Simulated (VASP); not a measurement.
Write the native input for VASP 6.6.1 that does the following.

```
Task                   : single point
Functional             : PBEsol
Potentials or basis    : VASP PAW PBE potentials, release 64 (Sr_sv, O)
Cutoff                 : 520 eV
k mesh                 : 5 × 5 × 4
Occupations            : gaussian, width 0.01 eV
Spin                   : no spin polarisation
Dipole correction      : no
Further INCAR settings : ALGO = Normal; EDIFF = 1e-06; NBANDS = 24
```

The structure of SrO lies in POSCAR:

```
SrO
1.0
    4.2754660000      0.0000000000      0.0000000000
   -2.1377330000      3.7026620000      0.0000000000
    0.0000000000      0.0000000000      5.1555950000
Sr O
2 2
Direct
    0.3333333333      0.6666666667      0.9381280000
    0.6666666667      0.3333333333      0.4381280000
    0.3333333333      0.6666666667      0.4368720000
    0.6666666667      0.3333333333      0.9368720000
```

The input as run:

INCAR

```
PREC     = Accurate       # precision mode
ENCUT    = 520            # plane-wave cutoff, eV
EDIFF    = 1E-6           # SCF threshold, eV
ISMEAR   = 0              # smearing method
SIGMA    = 0.01           # smearing width, eV
LREAL    = False          # projectors in reciprocal space
LASPH    = True           # aspherical terms in the spheres
NELM     = 100            # most SCF steps
ALGO     = Normal         # electronic algorithm
ISIF     = 2              # what is computed and relaxed
LWAVE    = False          # write WAVECAR
LCHARG   = True           # write CHGCAR
GGA      = PS             # functional
LELF     = True           # ELF
LVHAR    = True         
NBANDS   = 24             # bands
```

KPOINTS

```
Automatic mesh
0
Gamma
  5 5 4
```

Potentials or basis: VASP PAW PBE potentials, release 64 (Sr_sv, O).

Launch:

```bash
$ cat potpaw_PBE.64/Sr_sv/POTCAR potpaw_PBE.64/O/POTCAR > POTCAR
$ mpirun -np 1 vasp_std > vasp.out
```

It gave:

```
Pressure               : -1.5 GPa
Largest force          : 0.013 eV/Å
Band gap on the k mesh : 2.50 eV, direct
```

Caveat: the PAW data sets were made with another functional, which shifts forces and pressure a little.

Wall time 19 s on 1 thread of Intel(R) Xeon(R) Platinum 8559C (Emerald Rapids), with other jobs on the host, peak memory 0.19 GiB.
